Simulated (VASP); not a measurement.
# WC (P-6m2) in VASP: single point with PBEsol

Aim: the single point of WC with PBEsol.

Everything below comes from runs of VASP 6.6.1. Logs are shortened: lines on timing, memory, paths and dates and some standing lists are left out, and cuts for length are marked.

## 1. The cell of the first run

The structure is hexagonal, space group P-6m2 (No. 187). The conventional cell has a = 2.898 Å, b = 2.898 Å, c = 2.828 Å, α = 90.00°, β = 90.00°, γ = 120.00°. Within 2.9 Å of W (site symmetry -6m2) lie 6 C at 2.19 Å and 8 W at 2.83 to 2.90 Å. Within 2.9 Å of C (site symmetry -6m2) lie 6 W at 2.19 Å and 8 C at 2.83 to 2.90 Å.

## 2. Single point, PBEsol

Contents of POSCAR:

```
WC
1.0
    2.8984102022      0.0000000000      0.0000000000
   -1.4492051011      2.5100968657      0.0000000000
    0.0000000000      0.0000000000      2.8277797164
W C
1 1
Direct
    0.0000000000      0.0000000000      0.0000000000
    0.6666666667      0.3333333333      0.5000000000
```

Contents of INCAR.step1:

```
SYSTEM = WC
PREC = Accurate
ENCUT = 520
EDIFF = 1E-7
ISMEAR = 0
SIGMA = 0.1
LREAL = .FALSE.
LASPH = .TRUE.
NELM = 100
ALGO = Normal
ISIF = 2
LWAVE = .FALSE.
LCHARG = .TRUE.
LMAXMIX = 4
GGA = PS
NBANDS = 16
```

Contents of KPOINTS.step1:

```
Automatic mesh
0
G
  18 18 14
  0 0 0
```

Contents of INCAR.step2:

```
SYSTEM = WC
PREC = Accurate
ENCUT = 520
EDIFF = 1E-7
ISMEAR = -5
SIGMA = 0.1
LREAL = .FALSE.
LASPH = .TRUE.
NELM = 100
ALGO = Normal
ISIF = 2
LWAVE = .FALSE.
LCHARG = .FALSE.
LMAXMIX = 4
GGA = PS
LORBIT = 10
NEDOS = 2001
ICHARG = 11
```

Contents of KPOINTS.step2:

```
Automatic mesh
0
G
  27 27 21
  0 0 0
```

Potentials or basis: VASP PAW PBE potentials, release 64 (W_sv, C).

Launch:

```
$ cat potpaw_PBE.64/W_sv/POTCAR potpaw_PBE.64/C/POTCAR > POTCAR
$ cp INCAR.step1 INCAR
$ cp KPOINTS.step1 KPOINTS
$ mpirun -np 1 vasp_std > vasp.out
$ cp INCAR.step2 INCAR
$ cp KPOINTS.step2 KPOINTS
$ mpirun -np 1 vasp_std > vasp.out
```

OUTCAR:

```text
SYSTEM = WC
   PREC = Accurate
   ENCUT = 520
   EDIFF = 1E-7
   ISMEAR = -5
   LREAL = .FALSE.
   LASPH = .TRUE.
   NELM = 100
   ISIF = 2
   GGA = PS
   LORBIT = 10
   ICHARG = 11

 ion  position               nearest neighbor table
   1  0.000  0.000  0.000-   2 2.19   2 2.19   2 2.19   2 2.19   2 2.19   2 2.19
   2  0.667  0.333  0.500-   1 2.19   1 2.19   1 2.19   1 2.19   1 2.19   1 2.19

  LATTYP: Found a hexagonal cell.
 ALAT       =     2.8984102022
 C/A-ratio  =     0.9756313010

  Lattice vectors:

 A1 = (   2.8984102022,   0.0000000000,   0.0000000000)
 A2 = (  -1.4492051011,   2.5100968657,   0.0000000000)
 A3 = (   0.0000000000,   0.0000000000,   2.8277797164)

Analysis of symmetry for initial positions (statically):
=====================================================================
 Subroutine PRICEL returns:
 Original cell was already a primitive cell.

 Routine SETGRP: Setting up the symmetry group for a
 hexagonal supercell.

 Subroutine GETGRP returns: Found 12 space group operations
 (whereof 12 operations were pure point group operations)
 out of a pool of 24 trial point group operations.

The static configuration has the point symmetry D_3h.

Analysis of symmetry for dynamics (positions and initial velocities):
=====================================================================
 Subroutine PRICEL returns:
 Original cell was already a primitive cell.

 Routine SETGRP: Setting up the symmetry group for a
 hexagonal supercell.

 Subroutine GETGRP returns: Found 12 space group operations
 (whereof 12 operations were pure point group operations)
 out of a pool of 24 trial point group operations.

The dynamic configuration has the point symmetry D_3h.

 Subroutine INISYM returns: Found 12 space group operations
 (whereof 12 operations are pure point group operations),
 and found     1 'primitive' translations

----------------------------------------------------------------------------------------

                                     Primitive cell

  volume of cell :      20.5729

  direct lattice vectors                    reciprocal lattice vectors
     2.898410202  0.000000000  0.000000000     0.345016726  0.199195500  0.000000000
    -1.449205101  2.510096866  0.000000000     0.000000000  0.398391000  0.000000000
     0.000000000  0.000000000  2.827779716     0.000000000  0.000000000  0.353634335

  length of vectors
     2.898410202  2.898410202  2.827779716     0.398391000  0.398391000  0.353634335

  position of ions in fractional coordinates (direct lattice)
     0.000000000  0.000000000  0.000000000
     0.666666667  0.333333333  0.500000000

  ion indices of the primitive-cell ions
   primitive index   ion index
                 1           1
                 2           2

----------------------------------------------------------------------------------------

 KPOINTS: Automatic mesh

Automatic generation of k-mesh.
 Grid dimensions read from file:
 generate k-points for:   27   27   21

 Generating k-lattice:

  Cartesian coordinates                     Fractional coordinates (reciprocal lattice)
     0.012778397  0.007377611  0.000000000     0.037037037 -0.000000000  0.000000000
     0.000000000  0.014755222  0.000000000     0.000000000  0.037037037  0.000000000
     0.000000000  0.000000000  0.016839730     0.000000000  0.000000000  0.047619048

  Length of vectors
     0.014755222  0.014755222  0.016839730

  Shift w.r.t. Gamma in fractional coordinates (k-lattice)
     0.000000000  0.000000000  0.000000000

 TETIRR: Found  15156 inequivalent tetrahedra from    91854

 Subroutine IBZKPT returns following result:
 ===========================================

 Found    825 irreducible k-points:

 Following reciprocal coordinates:
            Coordinates               Weight
  0.000000  0.000000  0.000000      1.000000
  0.037037  0.000000  0.000000      6.000000
  0.074074  0.000000  0.000000      6.000000
  0.111111  0.000000  0.000000      6.000000
  0.148148  0.000000  0.000000      6.000000
  0.185185  0.000000  0.000000      6.000000
[... 16 lines left out ...]
  0.333333  0.037037  0.000000     12.000000
  0.370370  0.037037  0.000000     12.000000
 [... further k-points ...]
   k-points           NKPTS =    825   k-points in BZ     NKDIM =    825   number of bands    NBANDS=     13
   number of dos      NEDOS =   2001   number of ions     NIONS =      2
   total plane-waves  NPLWV =  13824
   dimension x,y,z NGX =    24 NGY =   24 NGZ =   24
   dimension x,y,z NGXF=    48 NGYF=   48 NGZF=   48
   ions per type =               1   1
   NGX,Y,Z   is equivalent  to a cutoff of  13.77, 13.77, 14.11 a.u.
   NGXF,Y,Z  is equivalent  to a cutoff of  27.53, 27.53, 28.22 a.u.
 SYSTEM =  WC
   PREC   = accura    normal or accurate (medium, high low for compatibility)
   ISTART =      0    job   : 0-new  1-cont  2-samecut
   ICHARG =     11    charge: 1-file 2-atom 10-const
   ISPIN  =      1    spin polarized calculation?
   LNONCOLLINEAR =      F non collinear calculations
   LSORBIT =      F    spin-orbit coupling
   LASPH  =      T    aspherical Exc in radial PAW
   ENCUT  =  520.0 eV  38.22 Ry    6.18 a.u.   5.39  5.39  5.26*2*pi/ulx,y,z
   NELM   =    100;   NELMIN=  2; NELMDL=  0     # of ELM steps
   EDIFF  = 0.1E-06   stopping-criterion for ELM
   LREAL  =      F    real-space projection
   EDIFFG = 0.1E-05   stopping-criterion for IOM
   NSW    =      0    number of steps for IOM
   IBRION =     -1    ionic relax: 0-MD 1-quasi-New 2-CG
   NFREE  =      0    steps in history (QN), initial steepest desc. (CG)
   ISIF   =      2    stress and relaxation
   ISYM   =      2    0-nonsym 1-usesym 2-fastsym
   POTIM  = 0.5000    time-step for ionic-motion
   TEBEG  =    0.0;   TEEND  =   0.0 temperature during run
   PSTRESS=    0.0 pullay stress
   NELECT =      18.0000    total number of electrons
   NUPDOWN=      -1.0000    fix difference up-down
   EMIN   =  10.00;   EMAX   =-10.00  energy-range for DOS
   EFERMI =   0.00;   METHOD = LEGACY
   ISMEAR =    -5;   SIGMA  =   0.10  broadening in eV -4-tet -1-fermi 0-gaus
   EFERMI_NEDOS =   21; number of points for ismear=-14 and -15
   IALGO  =     38    algorithm
   IMIX   =      4    mixing-type and parameters
     AMIX     =   0.40;   BMIX     =  1.00
     AMIX_MAG =   1.60;   BMIX_MAG =  1.00
  volume/ion in A,a.u.               =      10.29        69.42
  Fermi-wavevector in a.u.,A,eV,Ry     =   1.565791  2.958915 33.357409  2.451700
  Thomas-Fermi vector in A             =   2.668215
   LORBIT       =     10    0 simple, 1 ext, 2 COOP (PROOUT), +10 PAW based schemes
   GGA     = PS    functional components
   LHFCALC =     F    Hartree Fock is set to
   AEXX    =    0.0000 exact exchange contribution
   IVDW    =     0    specifies the selected vdW correction
   LEPSILON=     F    determine dielectric tensor
   LRPA    =     F    only Hartree local field effects (RPA)
 non-spin polarized calculation
 Fermi weights with tetrahedron method with Bloechl corrections
  energy-cutoff  :      520.00
  volume of cell :       20.57
 maximum number of plane-waves:       577
 NGX is ok and might be reduce to    24

 number of electron      18.0000001 magnetization

 Free energy of the ion-electron system (eV)
  ---------------------------------------------------
  ext. energy  EPLUGINS =         0.00000000
  ---------------------------------------------------
  free energy    TOTEN  =       -23.89958470 eV

  energy without entropy =      -23.89958470  energy(sigma->0) =      -23.89958470

 E-fermi :  11.0383     XC(G=0): -13.9759

 val. band max:       11.0896786884   @ k =   0.3333   0.2222   0.0000
 cond. band min:      11.0357310083   @ k =   0.0741   0.0370   0.3333
 fundamental gap:     -0.0539476801
 Fermi energy:        11.0382696567

 k-point     1 :       0.0000    0.0000    0.0000
  band No.  band energies     occupation
      1     -62.8603      2.00000
      2     -26.8456      2.00000
      3     -26.7414      2.00000
      4     -26.7414      2.00000
      5      -3.4381      2.00000
      6       6.6766      2.00000
      7       7.6878      2.00000
      8       7.6878      2.00000
      9      11.1790     -0.09165
     10      14.3238      0.00000
     11      14.3238      0.00000
     12      16.7618      0.00000
     13      16.7618      0.00000

 k-point     2 :       0.0370    0.0000    0.0000
  band No.  band energies     occupation
      1     -62.8595      2.00000
      2     -26.8441      2.00000
      3     -26.7535      2.00000
      4     -26.7441      2.00000
      5      -3.4011      2.00000
      6       6.6922      2.00000
      7       7.6312      2.00000
      8       7.7224      2.00000
      9      11.0558      1.07769
     10      14.3103      0.00000
     11      14.4595      0.00000
     12      16.6820      0.00000
     13      16.7346      0.00000

 k-point     3 :       0.0741    0.0000    0.0000
  band No.  band energies     occupation
      1     -62.8571      2.00000
      2     -26.8395      2.00000
      3     -26.7889      2.00000
      4     -26.7521      2.00000
      5      -3.2911      2.00000
      6       6.7213      2.00000
      7       7.4887      2.00000
      8       7.8250      2.00000
      9      10.7407      2.00790
     10      14.2706      0.00000
     11      14.8097      0.00000
     12      16.4596      0.00000
     13      16.6569      0.00000
[... 305 lines left out ...]
 k-point    23 :       0.3333    0.0370    0.0000
  band No.  band energies     occupation
      1     -62.8113      2.00000
      2     -27.4219      2.00000
      3     -26.9064      2.00000
      4     -26.7525      2.00000
      5      -0.8846      2.00000
      6       4.5824      2.00000
      7       7.8055      2.00000
      8       7.8849      2.00000
      9       9.9602      2.00000
     10      13.5219      0.00000
     11      14.7698      0.00000
     12      15.7688      0.00000
     13      17.8069      0.00000

 k-point    24 :       0.3704    0.0370    0.0000
  band No.  band energies     occupation
      1     -62.8061      2.00000
      2     -27.4893      2.00000
      3     -26.9234      2.00000
      4     -26.7427      2.00000
      5      -0.5428      2.00000
      6       4.3369      2.00000
      7       7.6804      2.00000
      8       7.6848      2.00000
      9      10.2327      2.00000
     10      13.4450      0.00000
     11      15.0217      0.00000
     12      15.7781      0.00000
     13      17.9403      0.00000

 [... further k-points ...]
[... 5 lines left out ...]
  --------------------------------------------------------------------------------------
  -------------------------------------------------------------------------------------
  Total        0.1412865      0.1412865      0.1848606     -0.0000000     -0.0000000      0.0000000
  in kB       11.0031038     11.0031038     14.3965729     -0.0000000     -0.0000000      0.0000000
  external PRESSURE =      12.1342602 kB  Pullay stress =       0.0000000 kB

 VOLUME and BASIS-vectors are now :
 -----------------------------------------------------------------------------
  energy-cutoff  :      520.00
  volume of cell :       20.57
      direct lattice vectors                 reciprocal lattice vectors
     2.898410202  0.000000000  0.000000000     0.345016726  0.199195500  0.000000000
    -1.449205101  2.510096866  0.000000000     0.000000000  0.398391000  0.000000000
     0.000000000  0.000000000  2.827779716     0.000000000  0.000000000  0.353634335

 POSITION                                       TOTAL-FORCE (eV/Angst)
 -----------------------------------------------------------------------------------
      0.00000      0.00000      0.00000         0.000000      0.000000      0.000000
      1.44921      0.83670      1.41389        -0.000000      0.000000      0.000000
 -----------------------------------------------------------------------------------
    total drift:                               -0.000003      0.000002      0.000000

  FREE ENERGIE OF THE ION-ELECTRON SYSTEM (eV)
  ---------------------------------------------------
  free  energy   TOTEN  =       -23.8995846970 eV

  energy  without entropy=      -23.8995846970  energy(sigma->0) =      -23.89958470

 total charge

# of ion       s       p       d       tot
------------------------------------------
    1        2.354   6.435   3.433  12.222
    2        0.849   1.571   0.000   2.420
--------------------------------------------------
tot          3.202   8.006   3.433  14.642
```

Run time: 1.7 min. Hardware: 1 thread of Intel Xeon Platinum 8488C (Sapphire Rapids), shared host; peak memory 0.37 GiB.

Results:

* Valence electrons inside the program's atomic spheres: W 12.22; C 2.42

Caveat: the PAW data sets were made with another functional, which shifts forces and pressure a little; spin-orbit coupling is left out, which moves the levels of the heavy elements.
